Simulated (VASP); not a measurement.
A run of VASP 6.6.1 is set up as follows.

INCAR

```
SYSTEM = Mo
ALGO = Fast ; EDIFF = 1E-7
ENCUT = 520 ; GGA = PE
ISIF = 2 ; ISMEAR = 0
LASPH = .True. ; LCHARG = .False.
LREAL = .False. ; LWAVE = .False.
NBANDS = 13 ; NELM = 80
PREC = Accurate ; SIGMA = 0.15
```

Contents of KPOINTS:

```
k-points
0
Gamma
  22 22 22
  0 0 0
```

Contents of POSCAR:

```
Mo
1.0
    0.0000000000      2.1616843010      1.7146479875
    2.1616843010      0.0000000000      1.7146479875
    2.1616843010      2.1616843010      0.0000000000
Mo
1
Direct
    0.0000000000      0.0000000000      0.0000000000
```

Potentials or basis: VASP PAW PBE potentials, release 64 (Mo_sv).

The run is started by

```sh
$ cat potpaw_PBE.64/Mo_sv/POTCAR > POTCAR
$ mpirun -np 1 vasp_std > vasp.out
```

(1) Estimate the band gap on the k mesh.

(2) Estimate the pressure.

## Answers

(1) zero (band 7 reaches 15.82 eV, above the bottom of band 8 at 11.20 eV).

(2) -1.7 GPa.
